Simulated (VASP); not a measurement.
# PbS (m.bgw) (Fm-3m) in VASP: single point with PBE

Aim: the single point of PbS (m.bgw) with PBE.

All numbers are computed with VASP 6.6.1; they aren't measurements. Logs are shortened: lines on timing, memory, paths and dates and some standing lists are left out, and cuts for length are marked.

## (1) The cell of the first run

Symmetry: Fm-3m, No. 225, cubic system. The conventional cell has a = 6.009 Å, b = 6.009 Å, c = 6.009 Å, α = 90.00°, β = 90.00°, γ = 90.00°. Pb (site symmetry m-3m) has 6 S at 3.00 Å within 4.0 Å. Within 4.0 Å of S (site symmetry m-3m) lie 6 Pb at 3.00 Å.

## (2) Single point, PBE

The input, INCAR:

```
PREC = Accurate ; ENCUT = 500
EDIFF = 1E-6 ; ISMEAR = 0
SIGMA = 0.01 ; LREAL = F
LASPH = T ; NELM = 120
ALGO = Normal ; ISIF = 2
LWAVE = F ; LCHARG = F
GGA = PE ; NBANDS = 17
GGA_COMPAT = F
```

The input, KPOINTS:

```
regular mesh
0
Gamma
  4 4 4
```

The input, POSCAR:

```
PbS
1.0
    0.0000000000      3.0044370250      3.0044370250
    3.0044370250      0.0000000000      3.0044370250
    3.0044370250      3.0044370250      0.0000000000
Pb S
1 1
Direct
    0.0000000000      0.0000000000      0.0000000000
    0.5000000000      0.5000000000      0.5000000000
```

Potentials or basis: VASP PAW PBE potentials, release 64 (Pb_d, S).

Command:

```
$ cat potpaw_PBE.64/Pb_d/POTCAR potpaw_PBE.64/S/POTCAR > POTCAR
$ mpirun -np 1 vasp_std > vasp.out
```

OUTCAR:

```text
PREC = Accurate
   ENCUT = 500
   EDIFF = 1E-6
   ISMEAR = 0
   LREAL = F
   LASPH = T
   NELM = 120
   ISIF = 2
   GGA = PE

 ion  position               nearest neighbor table
   1  0.000  0.000  0.000-   2 3.00   2 3.00   2 3.00   2 3.00   2 3.00   2 3.00
   2  0.500  0.500  0.500-   1 3.00   1 3.00   1 3.00   1 3.00   1 3.00   1 3.00

  LATTYP: Found a face centered cubic cell.
 ALAT       =     6.0088740500

  Lattice vectors:

 A1 = (   0.0000000000,   3.0044370250,   3.0044370250)
 A2 = (   3.0044370250,   0.0000000000,   3.0044370250)
 A3 = (   3.0044370250,   3.0044370250,   0.0000000000)

Analysis of symmetry for initial positions (statically):
=====================================================================
 Subroutine PRICEL returns:
 Original cell was already a primitive cell.

 Routine SETGRP: Setting up the symmetry group for a
 face centered cubic supercell.

 Subroutine GETGRP returns: Found 48 space group operations
 (whereof 48 operations were pure point group operations)
 out of a pool of 48 trial point group operations.

The static configuration has the point symmetry O_h .

Analysis of symmetry for dynamics (positions and initial velocities):
=====================================================================
 Subroutine PRICEL returns:
 Original cell was already a primitive cell.

 Routine SETGRP: Setting up the symmetry group for a
 face centered cubic supercell.

 Subroutine GETGRP returns: Found 48 space group operations
 (whereof 48 operations were pure point group operations)
 out of a pool of 48 trial point group operations.

The dynamic configuration has the point symmetry O_h .

 Subroutine INISYM returns: Found 48 space group operations
 (whereof 48 operations are pure point group operations),
 and found     1 'primitive' translations

----------------------------------------------------------------------------------------

                                     Primitive cell

  volume of cell :      54.2400

  direct lattice vectors                    reciprocal lattice vectors
     0.000000000  3.004437025  3.004437025    -0.166420529  0.166420529  0.166420529
     3.004437025  0.000000000  3.004437025     0.166420529 -0.166420529  0.166420529
[... 62 lines left out ...]
   ISPIN  =      1    spin polarized calculation?
   LNONCOLLINEAR =      F non collinear calculations
   LSORBIT =      F    spin-orbit coupling
   LASPH  =      T    aspherical Exc in radial PAW
   ENCUT  =  500.0 eV  36.75 Ry    6.06 a.u.   7.75  7.75  7.75*2*pi/ulx,y,z
   NELM   =    120;   NELMIN=  2; NELMDL= -5     # of ELM steps
   EDIFF  = 0.1E-05   stopping-criterion for ELM
   LREAL  =      F    real-space projection
   EDIFFG = 0.1E-04   stopping-criterion for IOM
   NSW    =      0    number of steps for IOM
   IBRION =     -1    ionic relax: 0-MD 1-quasi-New 2-CG
   NFREE  =      0    steps in history (QN), initial steepest desc. (CG)
   ISIF   =      2    stress and relaxation
   ISYM   =      2    0-nonsym 1-usesym 2-fastsym
   POTIM  = 0.5000    time-step for ionic-motion
   TEBEG  =    0.0;   TEEND  =   0.0 temperature during run
   PSTRESS=    0.0 pullay stress
   NELECT =      20.0000    total number of electrons
   NUPDOWN=      -1.0000    fix difference up-down
   EMIN   =  10.00;   EMAX   =-10.00  energy-range for DOS
   EFERMI =   0.00;   METHOD = LEGACY
   ISMEAR =     0;   SIGMA  =   0.01  broadening in eV -4-tet -1-fermi 0-gaus
   EFERMI_NEDOS =   21; number of points for ismear=-14 and -15
   IALGO  =     38    algorithm
   IMIX   =      4    mixing-type and parameters
     AMIX     =   0.40;   BMIX     =  1.00
     AMIX_MAG =   1.60;   BMIX_MAG =  1.00
  volume/ion in A,a.u.               =      27.12       183.01
  Fermi-wavevector in a.u.,A,eV,Ry     =   1.173938  2.218421 18.750594  1.378130
  Thomas-Fermi vector in A             =   2.310343
   LORBIT       =      0    0 simple, 1 ext, 2 COOP (PROOUT), +10 PAW based schemes
   GGA     = PE    functional components
   LHFCALC =     F    Hartree Fock is set to
   AEXX    =    0.0000 exact exchange contribution
   IVDW    =     0    specifies the selected vdW correction
   LEPSILON=     F    determine dielectric tensor
   LRPA    =     F    only Hartree local field effects (RPA)
 non-spin polarized calculation
 Gauss-broadening in eV      SIGMA  =   0.01
  energy-cutoff  :      500.00
  volume of cell :       54.24
 maximum number of plane-waves:      1411
 NGX is ok and might be reduce to    32
   NGX = 15   NGY = 15   NGZ = 15

 number of electron      20.0000003 magnetization

 Free energy of the ion-electron system (eV)
  ---------------------------------------------------
  ext. energy  EPLUGINS =         0.00000000
  ---------------------------------------------------
  free energy    TOTEN  =        -8.75693980 eV

  energy without entropy =       -8.75693980  energy(sigma->0) =       -8.75693980

 E-fermi :   5.3256     XC(G=0):  -9.5023

 val. band max:        5.2805905047   @ k =   0.5000   0.0000   0.0000
 cond. band min:       5.7788719051   @ k =   0.5000   0.0000   0.0000
 fundamental gap:      0.4982814004
 Fermi energy:         5.3255902141

 k-point     1 :       0.0000    0.0000    0.0000
  band No.  band energies     occupation
      1     -11.4460      2.00000
      2     -11.4460      2.00000
      3     -11.4460      2.00000
      4     -11.4288      2.00000
      5     -11.4288      2.00000
      6      -7.9343      2.00000
[... 137 lines left out ...]
      4     -11.4270      2.00000
      5     -11.3937      2.00000
      6      -6.3781      2.00000
[... 9 lines left out ...]
     16      17.1923      0.00000
     17      17.6034      0.00000

------------------------ aborting loop because EDIFF is reached ----------------------------------------

  FORCE on cell =-STRESS in cart. coord.  units (eV):
  Direction    XX          YY          ZZ          XY          YZ          ZX
  --------------------------------------------------------------------------------------
  -------------------------------------------------------------------------------------
  Total       -0.0009873     -0.0009873     -0.0009873     -0.0000000      0.0000000      0.0000000
  in kB       -0.0291635     -0.0291635     -0.0291635     -0.0000000      0.0000000      0.0000000
  external PRESSURE =      -0.0291635 kB  Pullay stress =       0.0000000 kB

 VOLUME and BASIS-vectors are now :
 -----------------------------------------------------------------------------
  energy-cutoff  :      500.00
  volume of cell :       54.24
      direct lattice vectors                 reciprocal lattice vectors
     0.000000000  3.004437025  3.004437025    -0.166420529  0.166420529  0.166420529
     3.004437025  0.000000000  3.004437025     0.166420529 -0.166420529  0.166420529
     3.004437025  3.004437025  0.000000000     0.166420529  0.166420529 -0.166420529

 POSITION                                       TOTAL-FORCE (eV/Angst)
 -----------------------------------------------------------------------------------
      0.00000      0.00000      0.00000        -0.000000     -0.000000      0.000000
      3.00444      3.00444      3.00444         0.000000      0.000000     -0.000000
 -----------------------------------------------------------------------------------
    total drift:                                0.000000     -0.000000     -0.000000

  FREE ENERGIE OF THE ION-ELECTRON SYSTEM (eV)
  ---------------------------------------------------
  free  energy   TOTEN  =        -8.7569397966 eV

  energy  without entropy=       -8.7569397966  energy(sigma->0) =       -8.75693980
```

Run time: 12 s. Hardware: 1 thread of Intel Xeon 8259CL, shared host; peak memory 0.17 GiB.

Results:

```yaml
Free_energy: -8.7569 eV
Pressure: 0.0 GPa
Band_gap_on_the_k_mesh: 0.50 eV, direct
```

Caveat: the k points lie up to 0.45 Å⁻¹ apart; spin-orbit coupling is left out, which moves the levels of the heavy elements.
